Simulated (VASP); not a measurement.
The system is GdCo3B2.

```
Gd Co B
1.0
     5.05900    0.00000    0.00000
    -2.52950    4.38122    0.00000
     0.00000    0.00000    3.01900
Gd Co B
1 3 2
Direct
  0.00000 0.00000 0.00000
  0.50000 0.00000 0.50000
  0.50000 0.50000 0.50000
  0.00000 0.50000 0.50000
  0.33333 0.66667 0.00000
  0.66667 0.33333 0.00000
```

Base run:

```yaml
Program: VASP 6.6.1
Functional: PBEsol
Potentials_or_basis: VASP PAW PBE potentials, release 64 (Gd, Co, B)
Cutoff: 520 eV
k_mesh: 6 × 6 × 9
Occupations: fermi-dirac, width 0.1 eV
Spin: collinear spin, ferromagnetic start
Starting_moments: "[9.1, 3.2, 3.2, 3.2, 0.0, 0.0] μB"
```

Its results: pressure -8.5 GPa; net moment 6.86 μB per cell; site moments Gd +6.79; Co -0.07; B -0.01 μB.

Q: The run is repeated on the same cell with these changes: functional from PBEsol to BLYP. What comes out?

A: Pressure 5.1 GPa; net moment 6.91 μB per cell; site moments Gd +6.77; Co -0.03; B -0.01 μB.

BLYP binds less tightly than PBEsol, so the same cell stands under more pressure.

Caveats: the PAW data sets were made with another functional, which shifts forces and pressure a little; the cell stands under tension (at least some runs); the cell stands under pressure (at least some runs).
